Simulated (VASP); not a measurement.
# In (I4/mmm) in VASP: relaxation of cell and atoms with PBEsol

Aim: the relaxation of cell and atoms of In with PBEsol.

All numbers are computed with VASP 6.6.1; they aren't measurements. Logs are shortened: lines on timing, memory, paths and dates and some standing lists are left out, and cuts for length are marked.

## 1. The cell of the first run

The structure is tetragonal, space group I4/mmm (No. 139). The conventional cell has a = 3.251 Å, b = 3.251 Å, c = 4.947 Å, α = 90.00°, β = 90.00°, γ = 90.00°. In (site symmetry 4/mmm) has 12 In at 3.25 to 3.38 Å within 4.3 Å.

## 2. Relaxation of cell and atoms, PBEsol

Contents of INCAR:

```
PREC = Accurate ; ENCUT = 600
EDIFF = 1E-7 ; ISMEAR = 0
SIGMA = 0.1 ; LREAL = False
LASPH = True ; NELM = 80
ALGO = Fast ; ISIF = 3
LWAVE = False ; LCHARG = False
GGA = PS ; IBRION = 2
NSW = 100 ; EDIFFG = -0.005
```

Contents of KPOINTS:

```
Automatic mesh
0
Gamma
  18 18 18
```

Contents of POSCAR:

```
In
1.0
   -1.6254700000      1.6254700000      2.4737000000
    1.6254700000     -1.6254700000      2.4737000000
    1.6254700000      1.6254700000     -2.4737000000
In
1
Direct
    0.0000000000      0.0000000000      0.0000000000
```

Potentials or basis: VASP PAW PBE potentials, release 64 (In_d).

The run is started by

```console
cat potpaw_PBE.64/In_d/POTCAR > POTCAR
mpirun -np 1 vasp_std > vasp.out
```

OUTCAR:

```text
PREC = Accurate
   ENCUT = 600
   EDIFF = 1E-7
   ISMEAR = 0
   LREAL = False
   LASPH = True
   NELM = 80
   ISIF = 3
   GGA = PS
   IBRION = 2
   NSW = 100
   EDIFFG = -0.005

 ion  position               nearest neighbor table
   1  0.000  0.000  0.000-

  LATTYP: Found a body centered tetragonal cell.
 ALAT       =     3.2509400000
 C/A-ratio  =     1.5218367611

  Lattice vectors:

 A1 = (  -1.6254700000,   1.6254700000,   2.4737000000)
 A2 = (   1.6254700000,  -1.6254700000,   2.4737000000)
 A3 = (   1.6254700000,   1.6254700000,  -2.4737000000)

Analysis of symmetry for initial positions (statically):
=====================================================================
 Subroutine PRICEL returns:
 Original cell was already a primitive cell.

 Routine SETGRP: Setting up the symmetry group for a
 body centered tetragonal supercell.

 Subroutine GETGRP returns: Found 16 space group operations
 (whereof 16 operations were pure point group operations)
 out of a pool of 16 trial point group operations.

The static configuration has the point symmetry D_4h.

Analysis of symmetry for dynamics (positions and initial velocities):
=====================================================================
 Subroutine PRICEL returns:
 Original cell was already a primitive cell.

 Routine SETGRP: Setting up the symmetry group for a
 body centered tetragonal supercell.

 Subroutine GETGRP returns: Found 16 space group operations
 (whereof 16 operations were pure point group operations)
 out of a pool of 16 trial point group operations.

The dynamic configuration has the point symmetry D_4h.

 Subroutine INISYM returns: Found 16 space group operations
 (whereof 16 operations are pure point group operations),
 and found     1 'primitive' translations

----------------------------------------------------------------------------------------

                                     Primitive cell

  volume of cell :      26.1436

  direct lattice vectors                    reciprocal lattice vectors
    -1.625470000  1.625470000  2.473700000     0.000000000  0.307603339  0.202126369
     1.625470000 -1.625470000  2.473700000     0.307603339  0.000000000  0.202126369
     1.625470000  1.625470000 -2.473700000     0.307603339  0.307603339  0.000000000

  length of vectors
     3.376906444  3.376906444  3.376906444     0.368069129  0.368069129  0.435016814

  position of ions in fractional coordinates (direct lattice)
     0.000000000  0.000000000  0.000000000

  ion indices of the primitive-cell ions
   primitive index   ion index
                 1           1

----------------------------------------------------------------------------------------

 KPOINTS: Automatic mesh

Automatic generation of k-mesh.
 Grid dimensions read from file:
 generate k-points for:   18   18   18

 Generating k-lattice:

  Cartesian coordinates                     Fractional coordinates (reciprocal lattice)
     0.000000000  0.017089074  0.011229243     0.055555556  0.000000000 -0.000000000
     0.017089074  0.000000000  0.011229243     0.000000000  0.055555556 -0.000000000
     0.017089074  0.017089074  0.000000000     0.000000000  0.000000000  0.055555556

  Length of vectors
     0.020448285  0.020448285  0.024167601

  Shift w.r.t. Gamma in fractional coordinates (k-lattice)
     0.000000000  0.000000000  0.000000000

 Subroutine IBZKPT returns following result:
 ===========================================

 Found    480 irreducible k-points:

 Following reciprocal coordinates:
            Coordinates               Weight
  0.000000  0.000000  0.000000      1.000000
  0.055556  0.000000 -0.000000      8.000000
  0.111111  0.000000 -0.000000      8.000000
  0.166667  0.000000 -0.000000      8.000000
  0.222222  0.000000 -0.000000      8.000000
  0.277778  0.000000 -0.000000      8.000000
[... 16 lines left out ...]
 -0.277778  0.055556  0.000000     16.000000
 -0.222222  0.055556  0.000000     16.000000
 [... further k-points ...]
   k-points           NKPTS =    480   k-points in BZ     NKDIM =    480   number of bands    NBANDS=     10
   number of dos      NEDOS =    301   number of ions     NIONS =      1
   total plane-waves  NPLWV =  21952
   dimension x,y,z NGX =    28 NGY =   28 NGZ =   28
   dimension x,y,z NGXF=    56 NGYF=   56 NGZF=   56
   ions per type =               1
   NGX,Y,Z   is equivalent  to a cutoff of  13.78, 13.78, 13.78 a.u.
   NGXF,Y,Z  is equivalent  to a cutoff of  27.57, 27.57, 27.57 a.u.
 SYSTEM =  unknown system
   PREC   = accura    normal or accurate (medium, high low for compatibility)
   ISTART =      0    job   : 0-new  1-cont  2-samecut
   ICHARG =      2    charge: 1-file 2-atom 10-const
   ISPIN  =      1    spin polarized calculation?
   LNONCOLLINEAR =      F non collinear calculations
   LSORBIT =      F    spin-orbit coupling
   LASPH  =      T    aspherical Exc in radial PAW
   ENCUT  =  600.0 eV  44.10 Ry    6.64 a.u.   6.74  6.74  6.74*2*pi/ulx,y,z
   NELM   =     80;   NELMIN=  2; NELMDL= -5     # of ELM steps
   EDIFF  = 0.1E-06   stopping-criterion for ELM
   LREAL  =      F    real-space projection
   EDIFFG = -.5E-02   stopping-criterion for IOM
   NSW    =    100    number of steps for IOM
   IBRION =      2    ionic relax: 0-MD 1-quasi-New 2-CG
   NFREE  =      1    steps in history (QN), initial steepest desc. (CG)
   ISIF   =      3    stress and relaxation
   ISYM   =      2    0-nonsym 1-usesym 2-fastsym
   POTIM  = 0.5000    time-step for ionic-motion
   TEBEG  =    0.0;   TEEND  =   0.0 temperature during run
   PSTRESS=    0.0 pullay stress
   NELECT =      13.0000    total number of electrons
   NUPDOWN=      -1.0000    fix difference up-down
   EMIN   =  10.00;   EMAX   =-10.00  energy-range for DOS
   EFERMI =   0.00;   METHOD = LEGACY
   ISMEAR =     0;   SIGMA  =   0.10  broadening in eV -4-tet -1-fermi 0-gaus
   EFERMI_NEDOS =   21; number of points for ismear=-14 and -15
   IALGO  =     68    algorithm
   IMIX   =      4    mixing-type and parameters
     AMIX     =   0.40;   BMIX     =  1.00
     AMIX_MAG =   1.60;   BMIX_MAG =  1.00
  volume/ion in A,a.u.               =      26.14       176.43
  Fermi-wavevector in a.u.,A,eV,Ry     =   1.296983  2.450943 22.887245  1.682165
  Thomas-Fermi vector in A             =   2.428405
   LORBIT       =      0    0 simple, 1 ext, 2 COOP (PROOUT), +10 PAW based schemes
   GGA     = PS    functional components
   LHFCALC =     F    Hartree Fock is set to
   AEXX    =    0.0000 exact exchange contribution
   IVDW    =     0    specifies the selected vdW correction
   LEPSILON=     F    determine dielectric tensor
   LRPA    =     F    only Hartree local field effects (RPA)
 conjugate gradient relaxation of ions
 non-spin polarized calculation
 RMM-DIIS sequential band-by-band and
 Gauss-broadening in eV      SIGMA  =   0.10
  energy-cutoff  :      600.00
  volume of cell :       26.14
 maximum number of plane-waves:       901
   NGX = 13   NGY = 13   NGZ = 13

--------------------------------------- Ionic step        1  -------------------------------------------

 number of electron      13.0000006 magnetization

 Free energy of the ion-electron system (eV)
  ---------------------------------------------------
  ext. energy  EPLUGINS =         0.00000000
  ---------------------------------------------------
  free energy    TOTEN  =        -2.98312097 eV

  energy without entropy =       -2.98048583  energy(sigma->0) =       -2.98180340

------------------------ aborting loop because EDIFF is reached ----------------------------------------

  FORCE on cell =-STRESS in cart. coord.  units (eV):
  Direction    XX          YY          ZZ          XY          YZ          ZX
  --------------------------------------------------------------------------------------
  -------------------------------------------------------------------------------------
  Total       -0.1741368     -0.1741368     -0.1496840      0.0000000      0.0000000      0.0000000
  in kB      -10.6717619    -10.6717619     -9.1732014      0.0000000      0.0000000      0.0000000
  external PRESSURE =     -10.1722418 kB  Pullay stress =       0.0000000 kB
[... 86 lines left out ...]
  FREE ENERGIE OF THE ION-ELECTRON SYSTEM (eV)
  ---------------------------------------------------
  free  energy   TOTEN  =        -2.9849347108 eV

  energy  without entropy=       -2.9824078577  energy(sigma->0) =       -2.98367128

[... ionic steps 4 to 7 ...]

--------------------------------------- Ionic step        8  -------------------------------------------

 number of electron      13.0000001 magnetization

------------------------ aborting loop because EDIFF is reached ----------------------------------------

  FORCE on cell =-STRESS in cart. coord.  units (eV):
  Direction    XX          YY          ZZ          XY          YZ          ZX
  --------------------------------------------------------------------------------------
  -------------------------------------------------------------------------------------
  Total        0.0171271      0.0171271      0.0220527      0.0000000     -0.0000000      0.0000000
  in kB        1.0781437      1.0781437      1.3882086      0.0000000     -0.0000000      0.0000000
  external PRESSURE =       1.1814986 kB  Pullay stress =       0.0000000 kB
[... 55 lines left out ...]
  energy  without entropy=       -2.9838419244  energy(sigma->0) =       -2.98480943

--------------------------------------- Ionic step       10  -------------------------------------------

 number of electron      13.0000002 magnetization

 Free energy of the ion-electron system (eV)
  ---------------------------------------------------
  ext. energy  EPLUGINS =         0.00000000
  ---------------------------------------------------
  free energy    TOTEN  =        -2.98584727 eV

  energy without entropy =       -2.98395045  energy(sigma->0) =       -2.98489886

 E-fermi :   7.6351     XC(G=0): -10.5235

 val. band max:        7.6192111675   @ k =   0.3333   0.3333  -0.0000
 cond. band min:       7.6641284379   @ k =   0.2778   0.2778   0.1111
 fundamental gap:      0.0449172705
 Fermi energy:         7.6350930682

 k-point     1 :       0.0000    0.0000    0.0000
  band No.  band energies     occupation
      1      -7.0458      2.00000
      2      -6.8849      2.00000
      3      -6.8849      2.00000
      4      -6.8365      2.00000
      5      -6.6814      2.00000
      6      -2.1017      2.00000
      7      18.3793      0.00000
      8      18.3793      0.00000
      9      18.6016      0.00000
     10      19.3284      0.00000
[... 287 lines left out ...]
 k-point    24 :      -0.2222    0.0556    0.0000
  band No.  band energies     occupation
      1      -6.9775      2.00000
      2      -6.9254      2.00000
      3      -6.8383      2.00000
      4      -6.7714      2.00000
      5      -6.7089      2.00000
      6      -1.0730      2.00000
      7      12.3898      0.00000
      8      16.0818      0.00000
      9      17.4635      0.00000
     10      19.6919      0.00000

 [... further k-points ...]
[... 5 lines left out ...]
  --------------------------------------------------------------------------------------
  -------------------------------------------------------------------------------------
  Total       -0.0003341     -0.0003341     -0.0019453      0.0000000      0.0000000      0.0000000
  in kB       -0.0209714     -0.0209714     -0.1221089      0.0000000      0.0000000      0.0000000
  external PRESSURE =      -0.0546839 kB  Pullay stress =       0.0000000 kB
[... 16 lines left out ...]
  FREE ENERGIE OF THE ION-ELECTRON SYSTEM (eV)
  ---------------------------------------------------
  free  energy   TOTEN  =        -2.9858472719 eV

  energy  without entropy=       -2.9839504492  energy(sigma->0) =       -2.98489886

 reached required accuracy - stopping structural energy minimisation
```

Wall time 8.1 min (1 thread of Intel Xeon 6975P-C (Granite Rapids), shared host); peak memory 0.31 GiB.

Results:

```yaml
Free_energy: -2.9858 eV
Relaxed_volume: 25.52 Å³/atom
Relaxed_cell: a = 3.370 Å, b = 3.370 Å, c = 3.370 Å, α = 123.39°, β = 123.39°, γ = 84.22°
Space_group_after_relaxing_to_0.05_Å: I4/mmm (No. 139)
Energy_gained_by_relaxing: 2.7 meV/atom
Ionic_steps: 10
Pressure_after_relaxing: 0.0 GPa
```

The path:
| step | energy change (eV) | largest force (eV/Å) | pressure (GPa) | volume (Å³) |
| --- | --- | --- | --- | --- |
| 1 | 0.0000 | 0.0000 | -1.02 | 26.14 |
| 2 | -0.0018 | 0.0000 | 0.05 | 25.52 |
| 3 | -0.0018 | 0.0000 | 0.00 | 25.55 |
| 4 | -0.0018 | 0.0000 | 0.02 | 25.54 |
| 5 | -0.0019 | 0.0000 | 0.03 | 25.53 |
| 6 | -0.0023 | 0.0000 | 0.07 | 25.50 |
| 7 | -0.0027 | 0.0000 | 0.12 | 25.45 |
| 8 | -0.0027 | 0.0000 | 0.12 | 25.45 |
| 9 | -0.0027 | 0.0000 | -0.20 | 25.63 |
| 10 | -0.0027 | 0.0000 | -0.01 | 25.52 |

Final structure:
```xyz
1
Lattice="-1.5977 1.5977 2.4997 1.5977 -1.5977 2.4997 1.5977 1.5977 -2.4997" Properties=species:S:1:pos:R:3 pbc="T T T"
In    0.0000    0.0000    0.0000
```

Levels at points of the mesh, in eV from the Fermi level:
| k point | band 3 | band 4 | band 5 | band 6 | band 7 | band 8 | band 9 | band 10 |
| --- | --- | --- | --- | --- | --- | --- | --- | --- |
| (0.00, 0.00, 0.00) | -14.52 | -14.47 | -14.32 | -9.74 | 10.74 | 10.74 | 10.97 | 11.69 |
| (0.50, 0.00, 0.00) | -14.50 | -14.25 | -14.20 | -4.32 | -3.49 | 7.28 | 9.63 | 11.16 |
| (0.50, 0.50, 0.00) | -14.24 | -14.24 | -14.11 | -1.94 | -1.43 | 3.38 | 3.97 | 7.02 |
| (0.50, 0.50, 0.50) | -14.22 | -14.20 | -14.20 | -3.24 | -2.93 | 5.06 | 5.06 | 8.56 |

Caveat: the PAW data sets were made with another functional, which shifts forces and pressure a little; spin-orbit coupling is left out, which moves the levels of the heavy elements.
